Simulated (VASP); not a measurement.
# BAs (F-43m) in VASP: notebook, part 2 of 2

VASP 6.6.1.

## 3. Single point, r2SCAN (volume scaled by 0.97)

File POSCAR:

```
BAs
1.0
    0.0000000000      2.3677547627      2.3677547627
    2.3677547627      0.0000000000      2.3677547627
    2.3677547627      2.3677547627      0.0000000000
B As
1 1
Direct
    0.0000000000      0.0000000000      0.0000000000
    0.2500000000      0.2500000000      0.2500000000
```

File INCAR.step1:

```
PREC = Accurate
ENCUT = 520
ISMEAR = 0
SIGMA = 0.02
LREAL = False
LASPH = True
NELM = 80
NBANDS = 11
GGA = PE
ALGO = Normal
EDIFF = 1E-4
LWAVE = True
LCHARG = False
```

File INCAR.step2:

```
PREC = Accurate
ENCUT = 520
EDIFF = 1E-6
ISMEAR = 0
SIGMA = 0.02
LREAL = False
LASPH = True
NELM = 80
ALGO = Normal
ISIF = 2
LWAVE = False
LCHARG = True
METAGGA = R2SCAN
LMIXTAU = True
LELF = True
LVHAR = True
NBANDS = 11
ISTART = 1
```

File KPOINTS:

```
regular mesh
0
Gamma
  10 10 10
```

Potentials or basis: VASP PAW PBE potentials, release 64 (B, As).

Launch:

```
$ cat potpaw_PBE.64/B/POTCAR potpaw_PBE.64/As/POTCAR > POTCAR
$ cp INCAR.step1 INCAR
$ mpirun -np 1 vasp_std > vasp.out
$ cp INCAR.step2 INCAR
$ mpirun -np 1 vasp_std > vasp.out
```

OUTCAR:

```text
PREC = Accurate
   ENCUT = 520
   EDIFF = 1E-6
   ISMEAR = 0
   LREAL = False
   LASPH = True
   NELM = 80
   ISIF = 2
   METAGGA = R2SCAN
   ISTART = 1

 ion  position               nearest neighbor table
   1  0.000  0.000  0.000-   2 2.05   2 2.05   2 2.05   2 2.05
   2  0.250  0.250  0.250-   1 2.05   1 2.05   1 2.05   1 2.05

  LATTYP: Found a face centered cubic cell.
 ALAT       =     4.7355095254

  Lattice vectors:

 A1 = (   0.0000000000,   2.3677547627,   2.3677547627)
 A2 = (   2.3677547627,   0.0000000000,   2.3677547627)
 A3 = (   2.3677547627,   2.3677547627,   0.0000000000)

Analysis of symmetry for initial positions (statically):
=====================================================================
 Subroutine PRICEL returns:
 Original cell was already a primitive cell.

 Routine SETGRP: Setting up the symmetry group for a
 face centered cubic supercell.

 Subroutine GETGRP returns: Found 24 space group operations
 (whereof 24 operations were pure point group operations)
 out of a pool of 48 trial point group operations.

The static configuration has the point symmetry T_d .

Analysis of symmetry for dynamics (positions and initial velocities):
[... 165 lines left out ...]
 Fermi energy:         6.4053638683

 k-point     1 :       0.0000    0.0000    0.0000
  band No.  band energies     occupation
      1     -10.0904      2.00000
      2       6.3198      2.00000
      3       6.3198      2.00000
      4       6.3198      2.00000
      5       9.7952      0.00000
      6       9.7952      0.00000
      7       9.7952      0.00000
      8      11.8251      0.00000
      9      16.8442      0.00000
     10      19.8637      0.00000
     11      19.8637      0.00000
[... 309 lines left out ...]
 k-point    24 :       0.4000    0.3000    0.0000
  band No.  band energies     occupation
      1      -7.2288      2.00000
      2      -0.5850      2.00000
      3       2.0200      2.00000
      4       2.5332      2.00000
      5       8.2109      0.00000
      6      10.0387      0.00000
      7      15.9318      0.00000
      8      16.1418      0.00000
      9      19.5230      0.00000
     10      23.0774      0.00000
     11      23.4529      0.00000

 [... further k-points ...]
[... 5 lines left out ...]
  --------------------------------------------------------------------------------------
  -------------------------------------------------------------------------------------
  Total        0.8101773      0.8101773      0.8101773     -0.0000000      0.0000000     -0.0000000
  in kB       48.8934268     48.8934268     48.8934268     -0.0000000      0.0000000     -0.0000000
  external PRESSURE =      48.8934268 kB  Pullay stress =       0.0000000 kB

 VOLUME and BASIS-vectors are now :
 -----------------------------------------------------------------------------
  energy-cutoff  :      520.00
  volume of cell :       26.55
      direct lattice vectors                 reciprocal lattice vectors
     0.000000000  2.367754763  2.367754763    -0.211170518  0.211170518  0.211170518
     2.367754763  0.000000000  2.367754763     0.211170518 -0.211170518  0.211170518
     2.367754763  2.367754763  0.000000000     0.211170518  0.211170518 -0.211170518

 POSITION                                       TOTAL-FORCE (eV/Angst)
 -----------------------------------------------------------------------------------
      0.00000      0.00000      0.00000         0.000000      0.000000      0.000000
      1.18388      1.18388      1.18388        -0.000000     -0.000000     -0.000000
 -----------------------------------------------------------------------------------
    total drift:                               -0.000000     -0.000000     -0.000000

  FREE ENERGIE OF THE ION-ELECTRON SYSTEM (eV)
  ---------------------------------------------------
  free  energy   TOTEN  =       -22.2429902455 eV

  energy  without entropy=      -22.2429902455  energy(sigma->0) =      -22.24299025
```

OSZICAR.step1:

```text
N       E                     dE             d eps       ncg     rms          rms(c)
DAV:   1     0.120257635705E+02    0.12026E+02   -0.37666E+03  1034   0.643E+02
DAV:   2    -0.114162156493E+02   -0.23442E+02   -0.22299E+02  1411   0.103E+02
DAV:   3    -0.120725806399E+02   -0.65636E+00   -0.65516E+00  1289   0.164E+01
DAV:   4    -0.120740927912E+02   -0.15122E-02   -0.15121E-02  1151   0.908E-01
DAV:   5    -0.120740951380E+02   -0.23468E-05   -0.23468E-05  1251   0.377E-02    0.512E+00
DAV:   6    -0.114553849037E+02    0.61871E+00   -0.16611E+00  1103   0.532E+00    0.249E+00
DAV:   7    -0.113892283653E+02    0.66157E-01   -0.21498E-01  1202   0.226E+00    0.101E+00
DAV:   8    -0.113820639242E+02    0.71644E-02   -0.20828E-02  1175   0.827E-01    0.101E-01
DAV:   9    -0.113823672019E+02   -0.30328E-03   -0.74842E-04  1196   0.161E-01    0.616E-02
DAV:  10    -0.113825202542E+02   -0.15305E-03   -0.18864E-04  1114   0.841E-02    0.124E-02
DAV:  11    -0.113825259498E+02   -0.56956E-05   -0.50296E-06   535   0.154E-02
   1 F= -.11382526E+02 E0= -.11382526E+02  d E =-.498595E-13
```

Wall time 50 s (1 thread of Intel Xeon Platinum 8488C (Sapphire Rapids), shared host); peak memory 0.17 GiB.

What came out:

| Quantity | Value |
| --- | --- |
| Free energy | -22.2430 eV |
| Pressure | 4.9 GPa |
| Band gap on the k mesh | 1.34 eV, indirect (least direct gap 3.48 eV) |

Levels at points of the mesh, in eV from the valence-band top:
| k point | band 2 | band 3 | band 4 | band 5 | band 6 | band 7 |
| --- | --- | --- | --- | --- | --- | --- |
| (0.00, 0.00, 0.00) | 0.00 | 0.00 | 0.00 | 3.48 | 3.48 | 3.48 |
| (0.50, 0.00, 0.00) | -9.44 | -1.99 | -1.99 | 3.14 | 5.08 | 5.08 |
| (0.50, 0.50, 0.00) | -9.22 | -4.43 | -4.43 | 1.58 | 1.67 | 12.42 |

Caveat: the cell differs from its parent crystal (volume scaled by 0.97); the PAW data sets were made with another functional, which shifts forces and pressure a little. A k mesh can miss the band edges.

## 4. Single point, r2SCAN

This run uses another cell than the first one, of 13.68 Å³/atom, 1.064 times its volume.

File POSCAR:

```
BAs
1.0
    0.0000000000      2.3919171944      2.3919171944
    2.3919171944      0.0000000000      2.3919171944
    2.3919171944      2.3919171944      0.0000000000
B As
1 1
Direct
    0.0000000000      0.0000000000      0.0000000000
    0.2500000000      0.2500000000      0.2500000000
```

File INCAR.step1:

```
ALGO     = Normal         # electronic algorithm
EDIFF    = 1E-4           # SCF threshold, eV
ENCUT    = 520            # plane-wave cutoff, eV
GGA      = PE             # functional
ISMEAR   = 0              # smearing method
LASPH    = T              # aspherical terms in the spheres
LCHARG   = F              # write CHGCAR
LREAL    = F              # projectors in reciprocal space
LWAVE    = T              # write WAVECAR
NBANDS   = 11             # bands
NELM     = 100            # most SCF steps
PREC     = Accurate       # precision mode
SIGMA    = 0.02           # smearing width, eV
```

File INCAR.step2:

```
ALGO     = Normal         # electronic algorithm
EDIFF    = 1E-7           # SCF threshold, eV
ENCUT    = 520            # plane-wave cutoff, eV
ISIF     = 2              # what is computed and relaxed
ISMEAR   = 0              # smearing method
ISTART   = 1            
LASPH    = T              # aspherical terms in the spheres
LCHARG   = F              # write CHGCAR
LMIXTAU  = T            
LREAL    = F              # projectors in reciprocal space
LWAVE    = F              # write WAVECAR
METAGGA  = R2SCAN         # meta-GGA
NBANDS   = 11             # bands
NELM     = 100            # most SCF steps
PREC     = Accurate       # precision mode
SIGMA    = 0.02           # smearing width, eV
```

File KPOINTS:

```
k-points
0
Gamma
  10 10 10
```

Launch:

```
$ cat potpaw_PBE.64/B/POTCAR potpaw_PBE.64/As/POTCAR > POTCAR
$ cp INCAR.step1 INCAR
$ mpirun -np 1 vasp_std > vasp.out
$ cp INCAR.step2 INCAR
$ mpirun -np 1 vasp_std > vasp.out
```

It took 48 s on 1 thread of Intel Xeon Platinum 8488C (Sapphire Rapids), shared host; peak memory 0.17 GiB.

Results (log left out):

* Free energy: -22.2561 eV
* Pressure: 0.2 GPa
* Band gap on the k mesh: 1.37 eV, indirect (least direct gap 3.44 eV)

Levels at points of the mesh, in eV from the valence-band top:
```tsv
k point	band 1	band 2	band 3	band 4	band 5	band 6	band 7	band 8	band 9
(0.00, 0.00, 0.00)	-16.12	0.00	0.00	0.00	3.44	3.44	3.44	5.09	10.36
(0.50, 0.00, 0.00)	-13.11	-9.21	-1.93	-1.93	2.95	5.05	5.05	9.57	13.61
(0.50, 0.50, 0.00)	-11.68	-9.04	-4.29	-4.29	1.62	1.70	12.12	12.12	13.84
```

Caveat: the PAW data sets were made with another functional, which shifts forces and pressure a little.

## 5. Overview

| cell | gap on the mesh (eV) | pressure (GPa) |
| --- | --- | --- |
| a = 3.314 Å, angles 60.0°, 2 atoms | 1.31 | 10.3 |
| a = 3.349 Å, angles 60.0°, 2 atoms | 1.34 | 4.9 |
| a = 3.383 Å, angles 60.0°, 2 atoms | 1.37 | 0.2 |

Alike in all rows: task single point; level r2SCAN; potentials or basis VASP PAW PBE potentials, release 64 (B, As); no spin polarisation; k mesh 10 × 10 × 10; cutoff (eV) 520; smearing gaussian 0.02 eV.

Caveats: the PAW data sets were made with another functional, which shifts forces and pressure a little.

Total energies depend on the potentials used, so only differences within one code and one set of settings carry meaning.
